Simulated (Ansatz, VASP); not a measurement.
## SnC3 in VASP and in Ansatz

```
C Sn
1.0
     3.02238    0.00000    0.00000
     0.00000    3.02238    0.00000
     0.00000    0.00000    4.71131
C Sn
3 1
Cartesian
  1.5112 0.0000 3.8569
  1.5112 1.5112 0.0000
  0.0000 1.5112 0.8544
  0.0000 0.0000 2.3557
```

Change from the starting cell: hydrostatic strain +1.5%.

Alike in both runs: task single point; functional r2SCAN; k mesh 8 × 8 × 6; no spin polarisation.

```csv
,VASP,Ansatz
version,VASP 6.6.1,Ansatz 0.2.0
potentials or method,"VASP PAW PBE potentials, release 64 (C, Sn_d)","plane waves, PAW"
plane-wave cutoff (eV),520,500
occupations,"gaussian, width 0.01 eV",fixed
valence electrons in the cell,26,26
```

Ansatz gave:

```
gap on the k mesh at the Fermi level (eV)                     : 0.23
pressure (GPa)                                                : -8.4
traceless stress, the component that is largest in VASP (GPa) : -1.69
```

Q: Estimate VASP's values.

A: gap on the k mesh at the Fermi level (eV): 0.23; pressure (GPa): -8.0; traceless stress, the component that is largest in VASP (GPa): -1.73.

VASP's potentials were made for PBE, not for r2SCAN.
